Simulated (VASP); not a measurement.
Here is a VASP 6.6.1 calculation.

Contents of INCAR:

```
PREC = Accurate
ENCUT = 520
EDIFF = 1E-6
ISMEAR = -1
SIGMA = 0.05
LREAL = False
LASPH = True
NELM = 60
ALGO = Normal
ISIF = 2
LWAVE = False
LCHARG = False
GGA = PE
NBANDS = 89
```

KPOINTS

```
Automatic mesh
0
Gamma
  4 4 1
```

POSCAR

```
Zn12Pd
1.0
    5.3200000000      0.0000000000      0.0000000000
    2.6600000000      4.6072550000      0.0000000000
    0.0000000000      0.0000000000     16.9369600000
Zn Pd
12 1
Direct
    0.0000000000      0.0000000000      0.0590425000
    0.5000000000      0.0000000000      0.0590425000
    0.0000000000      0.5000000000      0.0590425000
    0.5000000000      0.5000000000      0.0590425000
   -0.1760038467      0.3506659818      0.2072084127
    0.3253321745      0.3506854535      0.2072691646
   -0.1714133545      0.8427838163      0.1968907768
    0.3295384529      0.8409979733      0.1942174893
    0.0339912278     -0.0392464991      0.3264193845
    0.5053144884     -0.0392918287      0.3265230170
    0.0164114675      0.4670152045      0.3632729547
    0.5226510017      0.4545065908      0.3718104090
    0.7762108069     -0.0517289651      0.4443600234
```

Potentials or basis: VASP PAW PBE potentials, release 64 (Zn, Pd).

Command:

```sh
$ cat potpaw_PBE.64/Zn/POTCAR potpaw_PBE.64/Pd/POTCAR > POTCAR
$ mpirun -np 1 vasp_std > vasp.out
```

(1) Estimate the largest force.

(2) Predict the band gap on the k mesh.

Results:

(1) 0.120 eV/Å.

(2) zero (bands 77 and 78 overlap by 0.60 eV).

Caveat: there is no dipole correction, which matters where the two faces differ.
